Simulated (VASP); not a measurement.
**AgRh: relaxation of cell and atoms with LDA**

AgRh:

```
CELL_PARAMETERS angstrom
2.77759 0.00000 0.00000
-1.38879 2.40546 0.00000
0.00000 0.00000 4.80860
ATOMIC_POSITIONS crystal
Ag 0.00000 0.00000 0.50000
Rh 0.66667 0.33333 0.00000
```

```json
{
  "Program": "VASP 6.6.1",
  "Task": "relaxation of cell and atoms",
  "Functional": "LDA",
  "Potentials or basis": "VASP PAW LDA potentials, release 64 (Ag, Rh_pv)",
  "Cutoff": "600 eV",
  "k mesh": "11 × 11 × 6",
  "Occupations": "fermi-dirac, width 0.05 eV",
  "Spin": "no spin polarisation",
  "Dipole correction": "no",
  "Further INCAR settings": "ALGO = Normal; EDIFF = 1e-06; IBRION = 2; EDIFFG = -0.01; NSW = 60; ISIF = 3"
}
```

| Item | Value |
| --- | --- |
| Relaxed volume | 14.62 Å³/atom |
| Relaxed cell | a = 2.701 Å, b = 2.701 Å, c = 4.627 Å, α = 90.00°, β = 90.00°, γ = 120.00° |
| Space group after relaxing (to 0.1 Å) | P-6m2 (No. 187) |
| Energy gained by relaxing | 76.2 meV/atom |
| Ionic steps | 10 |
| Pressure after relaxing | 0.0 GPa |
| Band gap on the k mesh | zero (bands 13 and 14 overlap by 1.53 eV) |

Step by step:
```
step  energy change (eV)  largest force (eV/Å)  pressure (GPa)  volume (Å³)
   1              0.0000                0.0000          -15.35        32.13
   2              0.2845                0.0000           42.42        25.49
   3             -0.1504                0.0000           -0.68        29.38
   4             -0.1506                0.0000           -0.25        29.31
   5             -0.1506                0.0000            0.15        29.26
   6             -0.1524                0.0000            0.23        29.22
   7             -0.1524                0.0000            0.23        29.21
   8             -0.1524                0.0000            0.23        29.21
   9             -0.1524                0.0000           -0.37        29.29
  10             -0.1525                0.0000            0.00        29.24
```

Final structure:
```yaml
crystal:
  lattice:
    - [2.70149, 0.00000, 0.00000]
    - [-1.35075, 2.33956, 0.00000]
    - [0.00000, 0.00000, 4.62693]
  atoms:
    - { symbol: Ag, position: [0.00000, 0.00000, 0.50000] }
    - { symbol: Rh, position: [0.66667, 0.33333, 0.00000] }
```

Levels at points of the mesh, in eV from the Fermi level:
```
           k point  band 11  band 12  band 13  band 14  band 15  band 16
(0.00, 0.00, 0.00)    -2.07    -2.07     0.01     0.14     0.14     6.13
(0.00, 0.00, 0.50)    -2.86    -1.77    -1.77     0.09     0.09    12.48
```

It took 8.3 min on 1 thread of AMD EPYC 7571 (shared host), peak memory 0.16 GiB.
